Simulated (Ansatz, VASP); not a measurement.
Re in VASP and in Ansatz

File INCAR:

```
  ALGO = Normal
  EDIFF = 1E-7
  ENCUT = 520
  GGA = PS
  ISIF = 2
  ISMEAR = -1
  LASPH = True
  LCHARG = False
  LREAL = False
  LWAVE = False
  NBANDS = 10
  NELM = 60
  PREC = Accurate
  SIGMA = 0.1
```

Contents of KPOINTS:

```
k-points
0
Gamma
  17 17 17
```

File POSCAR:

```
Re
1.0
   -1.4782807757      1.4782807757      1.4782807757
    1.4782807757     -1.4782807757      1.4782807757
    1.4782807757      1.4782807757     -1.4782807757
Re
1
Direct
    0.0000000000      0.0000000000      0.0000000000
```

Input for Ansatz:

```yaml
crystal:
  lattice:
    - [-1.4782807757, 1.4782807757, 1.4782807757]
    - [1.4782807757, -1.4782807757, 1.4782807757]
    - [1.4782807757, 1.4782807757, -1.4782807757]
  atoms:
    - { symbol: Re, position: [0.0, 0.0, 0.0] }
kpoints:
  mp_grid: { grid: [17, 17, 17] }
scf:
  occupations: { method: fermi_dirac, width: 0.1 }
hamiltonian:
  xc: pbesol
  pseudopotentials: { kind: all_electron, lapw: { basis_error: 0.001 } }
output:
  forces: true
  stress: true
  eigenvalues: true
  populations: true
```

Change from the starting cell: volume scaled by 0.88, LAPW.

Alike in both runs: task single point; functional PBEsol; k mesh 17 × 17 × 17; occupations fermi-dirac, width 0.1 eV; no spin polarisation.

|  | VASP | Ansatz |
| --- | --- | --- |
| version | VASP 6.6.1 | Ansatz 0.2.0 |
| potentials or method | VASP PAW PBE potentials, release 64 (Re), cutoff 520 eV | all-electron LAPW, scalar-relativistic |

```csv
,VASP,Ansatz,Ansatz less VASP
pressure (GPa),66.4,64.5,-1.91
```

VASP's potentials were made for PBE, not for PBEsol. Both programs put the cell under a high pressure, so it lies far from rest at this level. Ansatz ran all-electron here, and VASP with PAW potentials.

Spin-orbit coupling is off throughout. Noted on VASP's run: the cell as given lies far from equilibrium.
